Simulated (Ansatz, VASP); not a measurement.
## Two plane-wave programs on Mo

File INCAR:

```
PREC     = Accurate       # precision mode
ENCUT    = 600            # plane-wave cutoff, eV
EDIFF    = 1E-6           # SCF threshold, eV
ISMEAR   = -1             # smearing method
SIGMA    = 0.15           # smearing width, eV
LREAL    = False          # projectors in reciprocal space
LASPH    = True           # aspherical terms in the spheres
NELM     = 60             # most SCF steps
ALGO     = Fast           # electronic algorithm
ISIF     = 3              # what is computed and relaxed
LWAVE    = False          # write WAVECAR
LCHARG   = False          # write CHGCAR
GGA      = PS             # functional
IBRION   = 2              # ionic algorithm
NSW      = 80             # ionic steps
EDIFFG   = -0.001         # ionic threshold
```

The input KPOINTS:

```
Automatic mesh
0
Gamma
  16 16 16
```

The input POSCAR:

```
Mo
1.0
   -1.5645539163      1.5645539163      1.5645539163
    1.5645539163     -1.5645539163      1.5645539163
    1.5645539163      1.5645539163     -1.5645539163
Mo
1
Direct
    0.0000000000      0.0000000000      0.0000000000
```

Input for Ansatz:

```yaml
crystal:
  lattice:
    - [-1.5645539155, 1.5645539155, 1.5645539155]
    - [1.5645539155, -1.5645539155, 1.5645539155]
    - [1.5645539155, 1.5645539155, -1.5645539155]
  atoms:
    - { symbol: Mo, position: [0.0, 0.0, 0.0] }
basis:
  ecutwfc: 420
kpoints:
  mp_grid: { grid: [16, 16, 16] }
hamiltonian:
  xc: pbesol
  pseudopotentials: { kind: paw, azcp: { folder: soft_1 } }
scf:
  occupations: { method: fermi_dirac, width: 0.15 }
output:
  forces: true
  stress: true
  eigenvalues: true
relax:
  adjacent_minimum: "off"
  f_tol: 0.001
  max_steps: 60
  cell: { stress_tol: 0.01 }
```

Alike in both runs: task relaxation of cell and atoms; functional PBEsol; k mesh 16 × 16 × 16; occupations fermi-dirac, width 0.15 eV; no spin polarisation.

|  | VASP | Ansatz |
| --- | --- | --- |
| version | VASP 6.6.1 | Ansatz 0.2.0 |
| potentials or method | VASP PAW PBE potentials, release 64 (Mo_sv), cutoff 600 eV | scalar-relativistic, plane waves, PAW |
| valence electrons in the cell | 14 | 14 |

Ansatz gave:

| Quantity | Value |
| --- | --- |
| gap on the k mesh at the Fermi level, each at its own relaxed structure (eV) | none |
| relaxed volume (Å³/atom) | 15.33 |
| relaxed cell length with the largest relative difference (Å) | 2.710 |

Task: Estimate VASP's values.

Result: gap on the k mesh at the Fermi level, each at its own relaxed structure (eV): none; relaxed volume (Å³/atom): 15.35; relaxed cell length with the largest relative difference (Å): 2.712.

VASP's potentials were made for PBE, not for PBEsol, and Ansatz warns of the same on its side. A gap of «none» marks a metal or a gap that the smearing closes.
